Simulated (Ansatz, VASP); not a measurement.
**Two plane-wave programs on Pd**

The input INCAR:

```
PREC = Accurate ; ENCUT = 600
EDIFF = 1E-6 ; ISMEAR = -1
SIGMA = 0.1 ; LREAL = False
LASPH = True ; NELM = 100
ALGO = Normal ; ISIF = 3
LWAVE = False ; LCHARG = False
GGA = RP ; IBRION = 2
NSW = 80 ; EDIFFG = -0.01
```

The input KPOINTS:

```
regular mesh
0
Gamma
  13 13 4
```

Contents of POSCAR:

```
Pd
1.0
    2.7505001182      0.0000000000      0.0000000000
   -1.3752500591      2.3820029755      0.0000000000
    0.0000000000      0.0000000000      8.9831333861
Pd
4
Direct
    0.0000000000      0.0000000000      0.0000000000
    0.0000000000      0.0000000000      0.5000000000
    0.3333333333      0.6666666667      0.2500000000
    0.6666666667      0.3333333333      0.7500000000
```

Input for Ansatz:

```yaml
crystal:
  lattice:
    - [2.7505001182, 0.0, 0.0]
    - [-1.3752500591, 2.3820029755, 0.0]
    - [0.0, 0.0, 8.9831333861]
  atoms:
    - { symbol: Pd, position: [0.0, 0.0, 0.0] }
    - { symbol: Pd, position: [0.0, 0.0, 0.5] }
    - { symbol: Pd, position: [0.3333333333, 0.6666666667, 0.25] }
    - { symbol: Pd, position: [0.6666666667, 0.3333333333, 0.75] }
hamiltonian:
  xc: rpbe
  pseudopotentials:
    kind: paw
    azcp:
      Pd: "pseudopotentials/Pd.paw.azcp"
basis:
  ecutwfc: 420
  fft_grid_basis: typed
kpoints:
  mp_grid: { grid: [13, 13, 4], shift: [0, 0, 0] }
magnetization:
  spin_polarized: false
scf:
  occupations: { method: fermi_dirac, width: 0.1 }
relax:
  max_steps: 60
  f_tol: 0.01
  cell: {}
output:
  write_density: true
  write_potential: true
  elf: true
  volumetric_format: npy
```

Alike in both runs: task relaxation of cell and atoms; functional RPBE; k mesh 13 × 13 × 4; occupations fermi-dirac, width 0.1 eV; no spin polarisation.

|  | VASP | Ansatz |
| --- | --- | --- |
| version | VASP 6.6.1 | Ansatz 0.2.0 |
| potentials or method | VASP PAW PBE potentials, release 64 (Pd), cutoff 600 eV | plane waves (420 eV) with PAW, scalar-relativistic |
| valence electrons in the cell | 40 | 72 |

|  | VASP | Ansatz | Ansatz less VASP |
| --- | --- | --- | --- |
| relaxed volume (Å³/atom) | 15.81 | 15.84 | +0.033 |
| relaxed length of the cell vector where the two differ most in proportion (Å) | 9.254 | 9.262 | +0.0077 |

VASP's potentials were made for PBE, not for RPBE. VASP's potentials hold 40 valence electrons a cell and Ansatz's 72, so a difference there can come from the potentials and not from the codes.

Noted on VASP's run: too few bands were computed for a metal, which touches its energy and stress.
